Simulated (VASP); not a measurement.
Crystal: CdWF6.

```
CELL_PARAMETERS angstrom
2.57592 4.46162 0.00000
-2.57592 4.46162 0.00000
0.00000 -2.97441 4.70247
ATOMIC_POSITIONS crystal
Cd 0.50000 0.50000 0.50000
W 0.00000 0.00000 0.00000
F 0.22000 0.63000 0.77500
F 0.92500 0.22000 0.77500
F 0.63000 0.92500 0.77500
F 0.78000 0.37000 0.22500
F 0.07500 0.78000 0.22500
F 0.37000 0.07500 0.22500
```

```yaml
Program: VASP 6.6.1
Task: relaxation of cell and atoms
Functional: PBEsol
Potentials_or_basis: VASP PAW PBE potentials, release 64 (Cd, W_sv, F)
Cutoff: 600 eV
k_mesh: 4 × 4 × 4
Occupations: fermi-dirac, width 0.0114 eV
Spin: no spin polarisation
```

At the start: pressure 22.4 GPa; volume 13.51 Å³/atom.

Q: How do energy, volume and symmetry change on relaxing?

A: Over 72 steps the energy falls by 153.5 meV/atom and the volume is 18.68 Å³/atom (+38.2 %); space group R-3 (No. 148, to 0.05 Å).

Step by step:
```
step  energy change (eV)  largest force (eV/Å)  pressure (GPa)  volume (Å³)
   1              0.0000                2.6654           22.41       108.09
   3             -0.9902                0.3252           -0.92       119.10
   5             -0.9961                0.1777            0.41       118.17
   7             -1.0495                0.1067           -0.13       120.81
   9             -1.0572                0.1182           -0.40       122.00
  11             -1.0593                0.0643            0.35       121.66
  13             -1.0724                0.0472            0.25       123.57
  15             -1.0750                0.2008            0.97       132.09
  17             -1.0839                0.1660           -1.04       129.98
  19             -1.0883                0.0567           -0.12       129.02
  21             -1.0942                0.0672           -0.17       130.14
  23             -1.0984                0.0848            0.34       130.15
  25             -1.1011                0.1816            1.11       130.19
  27             -1.1045                0.1735            1.09       130.50
  29             -1.1159                0.1259            0.99       131.76
  31             -1.1259                0.1259            0.23       133.99
  33             -1.1299                0.1518           -0.32       134.84
  35             -1.1358                0.0677           -0.21       136.01
  37             -1.1380                0.0647            0.51       135.78
  39             -1.1437                0.0481            0.41       136.49
  41             -1.1479                0.1970           -0.10       139.60
  43             -1.1539                0.1260            0.09       139.06
  45             -1.1796                0.0996           -0.01       144.83
  47             -1.1869                0.0635            0.03       148.49
  49             -1.1898                0.0669           -0.29       148.49
  51             -1.1906                0.0633            0.09       148.09
  53             -1.1957                0.0583            0.09       147.35
  55             -1.2066                0.0580           -0.10       144.02
  57             -1.2075                0.0385            0.32       143.58
  59             -1.2094                0.0614            0.05       143.82
  61             -1.2137                0.0555            0.22       144.60
  63             -1.2214                0.1950            0.67       148.13
  65             -1.2227                0.1627            0.49       148.51
  67             -1.2242                0.0761           -0.36       150.23
  69             -1.2248                0.0754           -0.12       149.73
  71             -1.2264                0.0525           -0.15       149.59
  72             -1.2276                0.0233           -0.19       149.41
```

Final structure:
```
Cd W F
1.0
     2.83670    4.91330    0.00000
    -2.83670    4.91330    0.00000
     0.00000   -3.27554    5.36006
Cd W F
1 1 6
Direct
  0.50000 0.50000 0.50000
  0.00000 0.00000 0.00000
  0.11867 0.62589 0.79690
  0.05234 0.11867 0.79690
  0.62589 0.05234 0.79690
  0.88133 0.37411 0.20310
  0.94766 0.88133 0.20310
  0.37411 0.94766 0.20310
```

Caveat: the volume moved by over 15 % at a fixed basis, so the end points are rough; the PAW data sets were made with another functional, which shifts forces and pressure a little.
